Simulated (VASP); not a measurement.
# KI (Fm-3m) in VASP: a series of runs

KI is run at these levels: LDA, PBE, RPBE; tasks: single point.

All numbers are computed with VASP 6.6.1; they aren't measurements. Logs are shortened: lines on timing, memory, paths and dates and some standing lists are left out, and cuts for length are marked.

## (1) The cell of the first run

It takes space group Fm-3m (No. 225, cubic). Conventional cell: a = 7.066 Å, b = 7.066 Å, c = 7.066 Å, α = 90.00°, β = 90.00°, γ = 90.00°. I (site symmetry m-3m) has 6 K at 3.53 Å within 4.6 Å. Within 4.6 Å of K (site symmetry m-3m) lie 6 I at 3.53 Å.

## (2) Single point, LDA

The input, POSCAR:

```
KI
1.0
    0.0000000000      3.5327750000      3.5327750000
    3.5327750000      0.0000000000      3.5327750000
    3.5327750000      3.5327750000      0.0000000000
I K
1 1
Direct
    0.5000000000      0.5000000000      0.5000000000
    0.0000000000      0.0000000000      0.0000000000
```

The input, INCAR.step1:

```
  PREC = Accurate
  ENCUT = 520
  EDIFF = 1E-6
  ISMEAR = -1
  SIGMA = 0.05
  LREAL = F
  LASPH = T
  NELM = 80
  ALGO = Normal
  ISIF = 2
  LWAVE = F
  LCHARG = T
  NBANDS = 15
```

The input, KPOINTS.step1:

```
Automatic mesh
0
Gamma
  4 4 4
```

The input, INCAR.step2:

```
  PREC = Accurate
  ENCUT = 520
  EDIFF = 1E-6
  ISMEAR = -5
  SIGMA = 0.05
  LREAL = F
  LASPH = T
  NELM = 80
  ALGO = Normal
  ISIF = 2
  LWAVE = F
  LCHARG = F
  LORBIT = 10
  NEDOS = 1001
  ICHARG = 11
```

The input, KPOINTS.step2:

```
Automatic mesh
0
Gamma
  6 6 6
```

Potentials or basis: VASP PAW LDA potentials, release 64 (I, K_sv).

The run is started by

```sh
$ cat potpaw_LDA.64/I/POTCAR potpaw_LDA.64/K_sv/POTCAR > POTCAR
$ cp INCAR.step1 INCAR
$ cp KPOINTS.step1 KPOINTS
$ mpirun -np 1 vasp_std > vasp.out
$ cp INCAR.step2 INCAR
$ cp KPOINTS.step2 KPOINTS
$ mpirun -np 1 vasp_std > vasp.out
```

OUTCAR:

```text
PREC = Accurate
   ENCUT = 520
   EDIFF = 1E-6
   ISMEAR = -5
   LREAL = F
   LASPH = T
   NELM = 80
   ISIF = 2
   LORBIT = 10
   ICHARG = 11

 ion  position               nearest neighbor table
   1  0.500  0.500  0.500-   2 3.53   2 3.53   2 3.53   2 3.53   2 3.53   2 3.53
   2  0.000  0.000  0.000-   1 3.53   1 3.53   1 3.53   1 3.53   1 3.53   1 3.53

  LATTYP: Found a face centered cubic cell.
 ALAT       =     7.0655500000

  Lattice vectors:

 A1 = (   0.0000000000,   3.5327750000,   3.5327750000)
 A2 = (   3.5327750000,   0.0000000000,   3.5327750000)
 A3 = (   3.5327750000,   3.5327750000,   0.0000000000)

Analysis of symmetry for initial positions (statically):
=====================================================================
 Subroutine PRICEL returns:
 Original cell was already a primitive cell.

 Routine SETGRP: Setting up the symmetry group for a
 face centered cubic supercell.

 Subroutine GETGRP returns: Found 48 space group operations
 (whereof 48 operations were pure point group operations)
 out of a pool of 48 trial point group operations.

The static configuration has the point symmetry O_h .

Analysis of symmetry for dynamics (positions and initial velocities):
=====================================================================
 Subroutine PRICEL returns:
 Original cell was already a primitive cell.

 Routine SETGRP: Setting up the symmetry group for a
 face centered cubic supercell.

 Subroutine GETGRP returns: Found 48 space group operations
 (whereof 48 operations were pure point group operations)
 out of a pool of 48 trial point group operations.

The dynamic configuration has the point symmetry O_h .

 Subroutine INISYM returns: Found 48 space group operations
 (whereof 48 operations are pure point group operations),
 and found     1 'primitive' translations

----------------------------------------------------------------------------------------

                                     Primitive cell

  volume of cell :      88.1816

  direct lattice vectors                    reciprocal lattice vectors
     0.000000000  3.532775000  3.532775000    -0.141531799  0.141531799  0.141531799
     3.532775000  0.000000000  3.532775000     0.141531799 -0.141531799  0.141531799
     3.532775000  3.532775000  0.000000000     0.141531799  0.141531799 -0.141531799

  length of vectors
     4.996098318  4.996098318  4.996098318     0.245140266  0.245140266  0.245140266

  position of ions in fractional coordinates (direct lattice)
     0.500000000  0.500000000  0.500000000
     0.000000000  0.000000000  0.000000000

  ion indices of the primitive-cell ions
   primitive index   ion index
                 1           1
                 2           2

----------------------------------------------------------------------------------------

 KPOINTS: Automatic mesh

Automatic generation of k-mesh.
 Grid dimensions read from file:
 generate k-points for:    6    6    6

 Generating k-lattice:

  Cartesian coordinates                     Fractional coordinates (reciprocal lattice)
    -0.023588633  0.023588633  0.023588633     0.166666667  0.000000000  0.000000000
     0.023588633 -0.023588633  0.023588633     0.000000000  0.166666667  0.000000000
     0.023588633  0.023588633 -0.023588633     0.000000000  0.000000000  0.166666667

  Length of vectors
     0.040856711  0.040856711  0.040856711

  Shift w.r.t. Gamma in fractional coordinates (k-lattice)
     0.000000000  0.000000000  0.000000000

 TETIRR: Found     35 inequivalent tetrahedra from     1296

 Subroutine IBZKPT returns following result:
 ===========================================

 Found     16 irreducible k-points:

 Following reciprocal coordinates:
            Coordinates               Weight
  0.000000  0.000000  0.000000      1.000000
  0.166667  0.000000  0.000000      8.000000
  0.333333  0.000000  0.000000      8.000000
  0.500000  0.000000  0.000000      4.000000
  0.166667  0.166667  0.000000      6.000000
  0.333333  0.166667  0.000000     24.000000
[... 8 lines left out ...]
 -0.333333  0.333333  0.166667     24.000000
 -0.333333  0.500000  0.166667     12.000000
   k-points           NKPTS =     16   k-points in BZ     NKDIM =     16   number of bands    NBANDS=     12
   number of dos      NEDOS =   1001   number of ions     NIONS =      2
   total plane-waves  NPLWV =  64000
   dimension x,y,z NGX =    40 NGY =   40 NGZ =   40
   dimension x,y,z NGXF=    80 NGYF=   80 NGZF=   80
   ions per type =               1   1
   NGX,Y,Z   is equivalent  to a cutoff of  13.31, 13.31, 13.31 a.u.
   NGXF,Y,Z  is equivalent  to a cutoff of  26.62, 26.62, 26.62 a.u.
 SYSTEM =  unknown system
   PREC   = accura    normal or accurate (medium, high low for compatibility)
   ISTART =      0    job   : 0-new  1-cont  2-samecut
   ICHARG =     11    charge: 1-file 2-atom 10-const
   ISPIN  =      1    spin polarized calculation?
   LNONCOLLINEAR =      F non collinear calculations
   LSORBIT =      F    spin-orbit coupling
   LASPH  =      T    aspherical Exc in radial PAW
   ENCUT  =  520.0 eV  38.22 Ry    6.18 a.u.   9.29  9.29  9.29*2*pi/ulx,y,z
   NELM   =     80;   NELMIN=  2; NELMDL=  0     # of ELM steps
   EDIFF  = 0.1E-05   stopping-criterion for ELM
   LREAL  =      F    real-space projection
   EDIFFG = 0.1E-04   stopping-criterion for IOM
   NSW    =      0    number of steps for IOM
   IBRION =     -1    ionic relax: 0-MD 1-quasi-New 2-CG
   NFREE  =      0    steps in history (QN), initial steepest desc. (CG)
   ISIF   =      2    stress and relaxation
   ISYM   =      2    0-nonsym 1-usesym 2-fastsym
   POTIM  = 0.5000    time-step for ionic-motion
   TEBEG  =    0.0;   TEEND  =   0.0 temperature during run
   PSTRESS=    0.0 pullay stress
   NELECT =      16.0000    total number of electrons
   NUPDOWN=      -1.0000    fix difference up-down
   EMIN   =  10.00;   EMAX   =-10.00  energy-range for DOS
   EFERMI =   0.00;   METHOD = LEGACY
   ISMEAR =    -5;   SIGMA  =   0.05  broadening in eV -4-tet -1-fermi 0-gaus
   EFERMI_NEDOS =   21; number of points for ismear=-14 and -15
   IALGO  =     38    algorithm
   IMIX   =      4    mixing-type and parameters
     AMIX     =   0.40;   BMIX     =  1.00
     AMIX_MAG =   1.60;   BMIX_MAG =  1.00
  volume/ion in A,a.u.               =      44.09       297.54
  Fermi-wavevector in a.u.,A,eV,Ry     =   0.926806  1.751409 11.686988  0.858969
  Thomas-Fermi vector in A             =   2.052808
   LORBIT       =     10    0 simple, 1 ext, 2 COOP (PROOUT), +10 PAW based schemes
   GGA     = CA    functional components
   LHFCALC =     F    Hartree Fock is set to
   AEXX    =    0.0000 exact exchange contribution
   IVDW    =     0    specifies the selected vdW correction
   LEPSILON=     F    determine dielectric tensor
   LRPA    =     F    only Hartree local field effects (RPA)
 non-spin polarized calculation
 Fermi weights with tetrahedron method with Bloechl corrections
  energy-cutoff  :      520.00
  volume of cell :       88.18
 maximum number of plane-waves:      2421
 NGX is ok and might be reduce to    40

 number of electron      15.9999999 magnetization

 Free energy of the ion-electron system (eV)
  ---------------------------------------------------
  ext. energy  EPLUGINS =         0.00000000
  ---------------------------------------------------
  free energy    TOTEN  =        -6.12863092 eV

  energy without entropy =       -6.12863092  energy(sigma->0) =       -6.12863092

 E-fermi :  -0.6010     XC(G=0):  -7.6245

 val. band max:       -0.6231395423   @ k =   0.0000   0.0000   0.0000
 cond. band min:       2.9910710234   @ k =   0.0000   0.0000   0.0000
 fundamental gap:      3.6142105657
 Fermi energy:        -0.6010186867

 k-point     1 :       0.0000    0.0000    0.0000
  band No.  band energies     occupation
      1     -28.7632      2.00000
      2     -12.4879      2.00000
      3     -12.4879      2.00000
      4     -12.4879      2.00000
      5     -11.1935      2.00000
      6      -0.6231      2.00000
      7      -0.6231      2.00000
      8      -0.6231      2.00000
      9       2.9911      0.00000
     10       5.6583      0.00000
     11       5.6583      0.00000
     12       5.6583      0.00000

 k-point     2 :       0.1667    0.0000    0.0000
  band No.  band energies     occupation
      1     -28.7626      2.00000
      2     -12.5364      2.00000
      3     -12.4886      2.00000
      4     -12.4886      2.00000
      5     -11.1130      2.00000
      6      -1.0726      2.00000
      7      -0.7184      2.00000
      8      -0.7184      2.00000
      9       3.6397      0.00000
     10       5.5659      0.00000
     11       5.9515      0.00000
     12       5.9515      0.00000

 k-point     3 :       0.3333    0.0000    0.0000
  band No.  band energies     occupation
      1     -28.7615      2.00000
      2     -12.6206      2.00000
      3     -12.4899      2.00000
      4     -12.4899      2.00000
      5     -10.9627      2.00000
      6      -1.7383      2.00000
      7      -0.8941      2.00000
      8      -0.8941      2.00000
      9       4.4362      0.00000
     10       6.1399      0.00000
     11       6.6654      0.00000
     12       6.6654      0.00000
[... 166 lines left out ...]
 k-point    15 :      -0.3333    0.3333    0.1667
  band No.  band energies     occupation
      1     -28.7603      2.00000
      2     -12.5861      2.00000
      3     -12.5148      2.00000
      4     -12.5044      2.00000
      5     -10.9575      2.00000
      6      -1.6383      2.00000
      7      -1.2912      2.00000
      8      -1.0876      2.00000
      9       5.3925      0.00000
     10       5.7393      0.00000
     11       6.1547      0.00000
     12       7.3733      0.00000

 k-point    16 :      -0.3333    0.5000    0.1667
  band No.  band energies     occupation
      1     -28.7602      2.00000
      2     -12.5377      2.00000
      3     -12.5302      2.00000
      4     -12.5154      2.00000
      5     -10.9973      2.00000
      6      -1.5320      2.00000
      7      -1.2104      2.00000
      8      -1.1942      2.00000
      9       4.8037      0.00000
     10       5.4999      0.00000
     11       6.5414      0.00000
     12       7.4563      0.00000

------------------------ aborting loop because EDIFF is reached ----------------------------------------

  FORCE on cell =-STRESS in cart. coord.  units (eV):
  Direction    XX          YY          ZZ          XY          YZ          ZX
  --------------------------------------------------------------------------------------
  -------------------------------------------------------------------------------------
  Total       -0.7173230     -0.7173230     -0.7173230     -0.0000000      0.0000000     -0.0000000
  in kB      -13.0330911    -13.0330911    -13.0330911     -0.0000000      0.0000000     -0.0000000
  external PRESSURE =     -13.0330911 kB  Pullay stress =       0.0000000 kB

 VOLUME and BASIS-vectors are now :
 -----------------------------------------------------------------------------
  energy-cutoff  :      520.00
  volume of cell :       88.18
      direct lattice vectors                 reciprocal lattice vectors
     0.000000000  3.532775000  3.532775000    -0.141531799  0.141531799  0.141531799
     3.532775000  0.000000000  3.532775000     0.141531799 -0.141531799  0.141531799
     3.532775000  3.532775000  0.000000000     0.141531799  0.141531799 -0.141531799

 POSITION                                       TOTAL-FORCE (eV/Angst)
 -----------------------------------------------------------------------------------
      3.53277      3.53277      3.53277         0.000000      0.000000      0.000000
      0.00000      0.00000      0.00000        -0.000000     -0.000000      0.000000
 -----------------------------------------------------------------------------------
    total drift:                                0.000000     -0.000000     -0.000000

  FREE ENERGIE OF THE ION-ELECTRON SYSTEM (eV)
  ---------------------------------------------------
  free  energy   TOTEN  =        -6.1286309166 eV

  energy  without entropy=       -6.1286309166  energy(sigma->0) =       -6.12863092

 total charge

# of ion       s       p       d       tot
------------------------------------------
    1        1.498   2.837   0.001   4.336
    2        1.956   5.558   0.024   7.538
--------------------------------------------------
tot          3.454   8.395   0.025  11.874
```

Run time: 31 s. Hardware: 1 thread of Intel Xeon 8259CL, shared host; peak memory 0.19 GiB.

Results:

```
Valence electrons inside the program's atomic spheres : I 4.34; K 7.54
```

Caveat: spin-orbit coupling is left out, which moves the levels of the heavy elements.

## (3) Single point, PBE

POSCAR is that of step 2.

The input, INCAR.step1:

```
PREC = Accurate
ENCUT = 520
EDIFF = 1E-6
ISMEAR = -1
SIGMA = 0.05
LREAL = F
LASPH = T
NELM = 100
ALGO = Normal
ISIF = 2
LWAVE = F
LCHARG = T
GGA = PE
NBANDS = 15
```

The input, KPOINTS.step1:

```
regular mesh
0
Gamma
  4 4 4
```

The input, INCAR.step2:

```
PREC = Accurate
ENCUT = 520
EDIFF = 1E-6
ISMEAR = -5
SIGMA = 0.05
LREAL = F
LASPH = T
NELM = 100
ALGO = Normal
ISIF = 2
LWAVE = F
LCHARG = F
GGA = PE
LORBIT = 11
NBANDS = 15
NEDOS = 2001
ICHARG = 11
```

The input, KPOINTS.step2:

```
regular mesh
0
Gamma
  6 6 6
```

Potentials or basis: VASP PAW PBE potentials, release 64 (I, K_sv).

The run is started by

```sh
$ cat potpaw_PBE.64/I/POTCAR potpaw_PBE.64/K_sv/POTCAR > POTCAR
$ cp INCAR.step1 INCAR
$ cp KPOINTS.step1 KPOINTS
$ mpirun -np 1 vasp_std > vasp.out
$ cp INCAR.step2 INCAR
$ cp KPOINTS.step2 KPOINTS
$ mpirun -np 1 vasp_std > vasp.out
```

Run time: 34 s. Hardware: 1 thread of Intel Xeon 8259CL, shared host; peak memory 0.23 GiB.

The run converged. Its results:

```yaml
Valence_electrons_inside_the_program's_atomic_spheres: I 4.35; K 7.56
```

Levels at points of the mesh, in eV from the valence-band top:
| k point | band 5 | band 6 | band 7 | band 8 | band 9 | band 10 | band 11 | band 12 |
| --- | --- | --- | --- | --- | --- | --- | --- | --- |
| (0.00, 0.00, 0.00) | -10.50 | 0.00 | 0.00 | 0.00 | 3.96 | 6.50 | 6.50 | 6.50 |
| (0.50, 0.00, 0.00) | -10.22 | -1.32 | -0.34 | -0.34 | 5.52 | 7.71 | 8.14 | 8.14 |
| (0.50, 0.50, 0.00) | -10.36 | -1.00 | -0.37 | -0.37 | 4.93 | 5.77 | 8.10 | 8.71 |

Caveat: spin-orbit coupling is left out, which moves the levels of the heavy elements.

(Continued in part 2 of 2.)
